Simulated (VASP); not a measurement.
A run of VASP 6.6.1 is set up as follows.

The input INCAR:

```
SYSTEM = Hf3H8
PREC = Accurate
ENCUT = 520
EDIFF = 1E-7
ISMEAR = 0
SIGMA = 0.1
LREAL = .False.
LASPH = .True.
NELM = 60
ALGO = Fast
ISIF = 2
LWAVE = .False.
LCHARG = .False.
GGA = PE
NBANDS = 30
```

Contents of KPOINTS:

```
regular mesh
0
Gamma
  12 12 6
  0 0 0
```

POSCAR

```
Hf3H8
1.0
    3.8873069229      0.0000000000      0.0000000000
   -1.9436534615      3.3665065475      0.0000000000
    0.0000000000      0.0000000000      8.4193046187
Hf H
3 8
Direct
    0.0000000000      0.0000000000      0.8467886383
    0.0000000000      0.0000000000      0.1532113617
    0.0000000000      0.0000000000      0.5000000000
    0.5000000000      0.0000000000      0.5000000000
    0.0000000000      0.5000000000      0.5000000000
    0.5000000000      0.5000000000      0.5000000000
    0.5000000000      0.0000000000      0.0000000000
    0.0000000000      0.5000000000      0.0000000000
    0.5000000000      0.5000000000      0.0000000000
    0.3333333333      0.6666666667      0.5000000000
    0.6666666667      0.3333333333      0.5000000000
```

Potentials or basis: VASP PAW PBE potentials, release 64 (Hf_pv, H).

Launch:

```sh
$ cat potpaw_PBE.64/Hf_pv/POTCAR potpaw_PBE.64/H/POTCAR > POTCAR
$ mpirun -np 1 vasp_std > vasp.out
```

Problem. Estimate the pressure.

Solution. -0.7 GPa.

Problem. Predict the band gap on the k mesh.

Solution. Zero (bands 19 and 20 overlap by 0.85 eV).

Stress tensor (GPa, compression positive):
```
-0.61  0.00  0.00
 0.00 -0.61  0.00
 0.00  0.00 -0.75
```

Caveat: spin-orbit coupling is left out, which moves the levels of the heavy elements.
